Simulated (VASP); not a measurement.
Write the native input for VASP 6.6.1 that does the following.

| Quantity | Value |
| --- | --- |
| Task | single point |
| Functional | r2SCAN |
| Potentials or basis | VASP PAW PBE potentials, release 64 (Fe) |
| Cutoff | 520 eV |
| k mesh | 6 × 6 × 4 |
| Occupations | gaussian, width 0.1 eV |
| Spin | collinear spin, ferromagnetic start |
| Starting moments | [4.0, 4.0] μB |
| Dipole correction | no |
| Further INCAR settings | ALGO = Normal; EDIFF = 1e-06; NBANDS = 19 |

Fe:

```
Fe
1.0
     2.79231    0.00000    0.00000
    -1.39616    2.41821    0.00000
     0.00000    0.00000    5.46532
Fe
2
Direct
  0.33333 0.66667 0.25000
  0.66667 0.33333 0.75000
```

This isn't the form of Fe at room conditions, which is bcc.

One way to write it, as run:

POSCAR

```
Fe
1.0
    2.7923107142      0.0000000000      0.0000000000
   -1.3961553571      2.4182120137      0.0000000000
    0.0000000000      0.0000000000      5.4653194104
Fe
2
Direct
    0.3333333333      0.6666666667      0.2500000000
    0.6666666667      0.3333333333      0.7500000000
```

INCAR.step1

```
PREC     = Accurate       # precision mode
ENCUT    = 520            # plane-wave cutoff, eV
ISMEAR   = 0              # smearing method
SIGMA    = 0.1            # smearing width, eV
LREAL    = False          # projectors in reciprocal space
LASPH    = True           # aspherical terms in the spheres
NELM     = 150            # most SCF steps
ISPIN    = 2              # spin polarisation
MAGMOM   = 4 4            # initial moments
LMAXMIX  = 4              # l up to which the mixer works
NBANDS   = 19             # bands
GGA      = PE             # functional
ALGO     = Normal         # electronic algorithm
EDIFF    = 1E-4           # SCF threshold, eV
LWAVE    = True           # write WAVECAR
LCHARG   = False          # write CHGCAR
```

INCAR.step2

```
PREC     = Accurate       # precision mode
ENCUT    = 520            # plane-wave cutoff, eV
EDIFF    = 1E-6           # SCF threshold, eV
ISMEAR   = 0              # smearing method
SIGMA    = 0.1            # smearing width, eV
LREAL    = False          # projectors in reciprocal space
LASPH    = True           # aspherical terms in the spheres
NELM     = 150            # most SCF steps
ALGO     = Normal         # electronic algorithm
ISIF     = 2              # what is computed and relaxed
LWAVE    = False          # write WAVECAR
LCHARG   = False          # write CHGCAR
ISPIN    = 2              # spin polarisation
MAGMOM   = 4 4            # initial moments
LORBIT   = 11             # projections on sites
LMAXMIX  = 4              # l up to which the mixer works
METAGGA  = R2SCAN         # meta-GGA
LMIXTAU  = True         
NBANDS   = 19             # bands
ISTART   = 1
```

KPOINTS

```
Automatic mesh
0
Gamma
  6 6 4
```

Potentials or basis: VASP PAW PBE potentials, release 64 (Fe).

Run with:

```console
$ cat potpaw_PBE.64/Fe/POTCAR > POTCAR
$ cp INCAR.step1 INCAR
$ mpirun -np 1 vasp_std > vasp.out
$ cp INCAR.step2 INCAR
$ mpirun -np 1 vasp_std > vasp.out
```

It gave:

```
Pressure                                              : -24.8 GPa
Net moment                                            : 6.05 μB per cell
Site moments                                          : Fe +3.16 μB
Valence electrons inside the program's atomic spheres : Fe 6.64
```

Caveat: the k points lie up to 0.43 Å⁻¹ apart; the PAW data sets were made with another functional, which shifts forces and pressure a little.

Run time: 70 s on 1 thread of Intel(R) Xeon(R) Platinum 8488C (Sapphire Rapids), on a shared host, peak memory 0.19 GiB.
